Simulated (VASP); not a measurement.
# Pb (Fm-3m) in VASP: relaxation of cell and atoms with PBEsol

Aim: the relaxation of cell and atoms of Pb with PBEsol.

Program: VASP 6.6.1. These are calculated values, not measurements. Logs are shortened: lines on timing, memory, paths and dates and some standing lists are left out, and cuts for length are marked.

**1. The cell of the first run**

The structure is cubic, space group Fm-3m (No. 225). Conventional cell: a = 4.950 Å, b = 4.950 Å, c = 4.950 Å, α = 90.00°, β = 90.00°, γ = 90.00°. Within 4.6 Å of Pb (site symmetry m-3m) lie 12 Pb at 3.50 Å.

**2. Relaxation of cell and atoms, PBEsol**

The input, INCAR:

```
PREC = Accurate
ENCUT = 600
EDIFF = 1E-7
ISMEAR = -1
SIGMA = 0.1
LREAL = F
LASPH = T
NELM = 100
ALGO = Normal
ISIF = 3
LWAVE = F
LCHARG = F
GGA = PS
IBRION = 2
NSW = 100
EDIFFG = -0.002
```

The input, KPOINTS:

```
regular mesh
0
Gamma
  20 20 20
```

The input, POSCAR:

```
Pb
1.0
    0.0000000000      2.4750200000      2.4750200000
    2.4750200000      0.0000000000      2.4750200000
    2.4750200000      2.4750200000      0.0000000000
Pb
1
Direct
    0.0000000000      0.0000000000      0.0000000000
```

Potentials or basis: VASP PAW PBE potentials, release 64 (Pb_d).

The run is started by

```sh
$ cat potpaw_PBE.64/Pb_d/POTCAR > POTCAR
$ mpirun -np 1 vasp_std > vasp.out
```

OUTCAR:

```text
PREC = Accurate
   ENCUT = 600
   EDIFF = 1E-7
   ISMEAR = -1
   LREAL = F
   LASPH = T
   NELM = 100
   ISIF = 3
   GGA = PS
   IBRION = 2
   NSW = 100
   EDIFFG = -0.002

 ion  position               nearest neighbor table
   1  0.000  0.000  0.000-

  LATTYP: Found a face centered cubic cell.
 ALAT       =     4.9500400000

  Lattice vectors:

 A1 = (   0.0000000000,   2.4750200000,   2.4750200000)
 A2 = (   2.4750200000,   0.0000000000,   2.4750200000)
 A3 = (   2.4750200000,   2.4750200000,   0.0000000000)

Analysis of symmetry for initial positions (statically):
=====================================================================
 Subroutine PRICEL returns:
 Original cell was already a primitive cell.

 Routine SETGRP: Setting up the symmetry group for a
 face centered cubic supercell.

 Subroutine GETGRP returns: Found 48 space group operations
 (whereof 48 operations were pure point group operations)
 out of a pool of 48 trial point group operations.

The static configuration has the point symmetry O_h .

Analysis of symmetry for dynamics (positions and initial velocities):
=====================================================================
 Subroutine PRICEL returns:
 Original cell was already a primitive cell.

 Routine SETGRP: Setting up the symmetry group for a
 face centered cubic supercell.

 Subroutine GETGRP returns: Found 48 space group operations
 (whereof 48 operations were pure point group operations)
 out of a pool of 48 trial point group operations.

The dynamic configuration has the point symmetry O_h .

 Subroutine INISYM returns: Found 48 space group operations
 (whereof 48 operations are pure point group operations),
 and found     1 'primitive' translations

----------------------------------------------------------------------------------------

                                     Primitive cell

  volume of cell :      30.3226

  direct lattice vectors                    reciprocal lattice vectors
     0.000000000  2.475020000  2.475020000    -0.202018570  0.202018570  0.202018570
     2.475020000  0.000000000  2.475020000     0.202018570 -0.202018570  0.202018570
     2.475020000  2.475020000  0.000000000     0.202018570  0.202018570 -0.202018570

  length of vectors
     3.500206851  3.500206851  3.500206851     0.349906427  0.349906427  0.349906427

  position of ions in fractional coordinates (direct lattice)
     0.000000000  0.000000000  0.000000000

  ion indices of the primitive-cell ions
   primitive index   ion index
                 1           1

----------------------------------------------------------------------------------------

 KPOINTS: regular mesh

Automatic generation of k-mesh.
 Grid dimensions read from file:
 generate k-points for:   20   20   20

 Generating k-lattice:

  Cartesian coordinates                     Fractional coordinates (reciprocal lattice)
    -0.010100928  0.010100928  0.010100928     0.050000000  0.000000000  0.000000000
     0.010100928 -0.010100928  0.010100928     0.000000000  0.050000000  0.000000000
     0.010100928  0.010100928 -0.010100928     0.000000000  0.000000000  0.050000000

  Length of vectors
     0.017495321  0.017495321  0.017495321

  Shift w.r.t. Gamma in fractional coordinates (k-lattice)
     0.000000000  0.000000000  0.000000000

 Subroutine IBZKPT returns following result:
 ===========================================

 Found    256 irreducible k-points:

 Following reciprocal coordinates:
            Coordinates               Weight
  0.000000  0.000000  0.000000      1.000000
  0.050000  0.000000  0.000000      8.000000
  0.100000  0.000000  0.000000      8.000000
  0.150000  0.000000  0.000000      8.000000
  0.200000  0.000000  0.000000      8.000000
  0.250000  0.000000  0.000000      8.000000
[... 16 lines left out ...]
 -0.400000  0.050000  0.000000     24.000000
 -0.350000  0.050000  0.000000     24.000000
 [... further k-points ...]
   k-points           NKPTS =    256   k-points in BZ     NKDIM =    256   number of bands    NBANDS=     11
   number of dos      NEDOS =    301   number of ions     NIONS =      1
   total plane-waves  NPLWV =  21952
   dimension x,y,z NGX =    28 NGY =   28 NGZ =   28
   dimension x,y,z NGXF=    56 NGYF=   56 NGZF=   56
   ions per type =               1
   NGX,Y,Z   is equivalent  to a cutoff of  13.30, 13.30, 13.30 a.u.
   NGXF,Y,Z  is equivalent  to a cutoff of  26.60, 26.60, 26.60 a.u.
 SYSTEM =  unknown system
   PREC   = accura    normal or accurate (medium, high low for compatibility)
   ISTART =      0    job   : 0-new  1-cont  2-samecut
   ICHARG =      2    charge: 1-file 2-atom 10-const
   ISPIN  =      1    spin polarized calculation?
   LNONCOLLINEAR =      F non collinear calculations
   LSORBIT =      F    spin-orbit coupling
   LASPH  =      T    aspherical Exc in radial PAW
   ENCUT  =  600.0 eV  44.10 Ry    6.64 a.u.   6.99  6.99  6.99*2*pi/ulx,y,z
   NELM   =    100;   NELMIN=  2; NELMDL= -5     # of ELM steps
   EDIFF  = 0.1E-06   stopping-criterion for ELM
   LREAL  =      F    real-space projection
   EDIFFG = -.2E-02   stopping-criterion for IOM
   NSW    =    100    number of steps for IOM
   IBRION =      2    ionic relax: 0-MD 1-quasi-New 2-CG
   NFREE  =      1    steps in history (QN), initial steepest desc. (CG)
   ISIF   =      3    stress and relaxation
   ISYM   =      2    0-nonsym 1-usesym 2-fastsym
   POTIM  = 0.5000    time-step for ionic-motion
   TEBEG  =    0.0;   TEEND  =   0.0 temperature during run
   PSTRESS=    0.0 pullay stress
   NELECT =      14.0000    total number of electrons
   NUPDOWN=      -1.0000    fix difference up-down
   EMIN   =  10.00;   EMAX   =-10.00  energy-range for DOS
   EFERMI =   0.00;   METHOD = LEGACY
   ISMEAR =    -1;   SIGMA  =   0.10  broadening in eV -4-tet -1-fermi 0-gaus
   EFERMI_NEDOS =   21; number of points for ismear=-14 and -15
   IALGO  =     38    algorithm
   IMIX   =      4    mixing-type and parameters
     AMIX     =   0.40;   BMIX     =  1.00
     AMIX_MAG =   1.60;   BMIX_MAG =  1.00
  volume/ion in A,a.u.               =      30.32       204.63
  Fermi-wavevector in a.u.,A,eV,Ry     =   1.265306  2.391081 21.782907  1.600999
  Thomas-Fermi vector in A             =   2.398566
   LORBIT       =      0    0 simple, 1 ext, 2 COOP (PROOUT), +10 PAW based schemes
   GGA     = PS    functional components
   LHFCALC =     F    Hartree Fock is set to
   AEXX    =    0.0000 exact exchange contribution
   IVDW    =     0    specifies the selected vdW correction
   LEPSILON=     F    determine dielectric tensor
   LRPA    =     F    only Hartree local field effects (RPA)
 conjugate gradient relaxation of ions
 non-spin polarized calculation
  energy-cutoff  :      600.00
  volume of cell :       30.32
 maximum number of plane-waves:      1036
   NGX = 13   NGY = 13   NGZ = 13

--------------------------------------- Ionic step        1  -------------------------------------------

 number of electron      13.9999999 magnetization

 Free energy of the ion-electron system (eV)
  ---------------------------------------------------
  ext. energy  EPLUGINS =         0.00000000
  ---------------------------------------------------
  free energy    TOTEN  =        -4.00771520 eV

  energy without entropy =       -3.99113720  energy(sigma->0) =       -3.99942620

------------------------ aborting loop because EDIFF is reached ----------------------------------------

  FORCE on cell =-STRESS in cart. coord.  units (eV):
  Direction    XX          YY          ZZ          XY          YZ          ZX
  --------------------------------------------------------------------------------------
  -------------------------------------------------------------------------------------
  Total       -0.0834673     -0.0834673     -0.0834673     -0.0000000     -0.0000000      0.0000000
  in kB       -4.4102266     -4.4102266     -4.4102266     -0.0000000     -0.0000000      0.0000000
  external PRESSURE =      -4.4102266 kB  Pullay stress =       0.0000000 kB
[... 55 lines left out ...]
  energy  without entropy=       -3.9916555620  energy(sigma->0) =       -3.99986374

--------------------------------------- Ionic step        3  -------------------------------------------

 number of electron      13.9999999 magnetization

 Free energy of the ion-electron system (eV)
  ---------------------------------------------------
  ext. energy  EPLUGINS =         0.00000000
  ---------------------------------------------------
  free energy    TOTEN  =        -4.00810475 eV

  energy without entropy =       -3.99165130  energy(sigma->0) =       -3.99987803

 E-fermi :   7.2389     XC(G=0): -10.3859

 val. band max:        7.2371612103   @ k =  -0.2000   0.2000   0.0500
 cond. band min:       7.2459252025   @ k =  -0.2000   0.3500   0.1500
 fundamental gap:      0.0087639922
 Fermi energy:         7.2389284219

 k-point     1 :       0.0000    0.0000    0.0000
  band No.  band energies     occupation
      1      -9.7880      2.00000
      2      -9.7880      2.00000
      3      -9.7880      2.00000
      4      -9.6422      2.00000
      5      -9.6422      2.00000
      6      -4.6266      2.00000
      7      14.6908      0.00000
      8      14.6908      0.00000
      9      14.6908      0.00000
     10      16.9755      0.00000
     11      18.6408      0.00000
[... 309 lines left out ...]
 k-point    24 :      -0.3500    0.0500    0.0000
  band No.  band energies     occupation
      1      -9.8082      2.00000
      2      -9.7651      2.00000
      3      -9.7613      2.00000
      4      -9.5530      2.00000
      5      -9.5321      2.00000
      6      -2.0641      2.00000
      7       4.8770      2.00000
      8      12.3014      0.00000
      9      13.2991      0.00000
     10      16.3760      0.00000
     11      17.3349      0.00000

 [... further k-points ...]
[... 5 lines left out ...]
  --------------------------------------------------------------------------------------
  -------------------------------------------------------------------------------------
  Total        0.0002082      0.0002082      0.0002082      0.0000000      0.0000000      0.0000000
  in kB        0.0111017      0.0111017      0.0111017      0.0000000      0.0000000      0.0000000
  external PRESSURE =       0.0111017 kB  Pullay stress =       0.0000000 kB
[... 16 lines left out ...]
  FREE ENERGIE OF THE ION-ELECTRON SYSTEM (eV)
  ---------------------------------------------------
  free  energy   TOTEN  =        -4.0081047503 eV

  energy  without entropy=       -3.9916513049  energy(sigma->0) =       -3.99987803

 reached required accuracy - stopping structural energy minimisation
```

Wall time 3.6 min (1 thread of Intel Xeon 8259CL, shared host); peak memory 0.25 GiB.

Results:

```
Free energy                           : -4.0081 eV
Relaxed volume                        : 30.04 Å³/atom
Relaxed cell                          : a = 3.489 Å, b = 3.489 Å, c = 3.489 Å, α = 60.00°, β = 60.00°, γ = 60.00°
Space group after relaxing (to 0.1 Å) : Fm-3m (No. 225)
Energy gained by relaxing             : 0.4 meV/atom
Ionic steps                           : 3
Pressure after relaxing               : 0.0 GPa
Band gap on the k mesh                : zero (bands 7 and 8 overlap by 9.18 eV)
```

Step by step:
| step | energy change (eV) | largest force (eV/Å) | pressure (GPa) | volume (Å³) |
| --- | --- | --- | --- | --- |
| 1 | 0.0000 | 0.0000 | -0.44 | 30.32 |
| 2 | -0.0004 | 0.0000 | 0.13 | 29.96 |
| 3 | -0.0004 | 0.0000 | 0.00 | 30.04 |

Final structure:
```
Pb
1.0
     0.00000    2.46732    2.46732
     2.46732    0.00000    2.46732
     2.46732    2.46732    0.00000
Pb
1
Direct
  0.00000 0.00000 0.00000
```

Caveat: the PAW data sets were made with another functional, which shifts forces and pressure a little; spin-orbit coupling is left out, which moves the levels of the heavy elements.
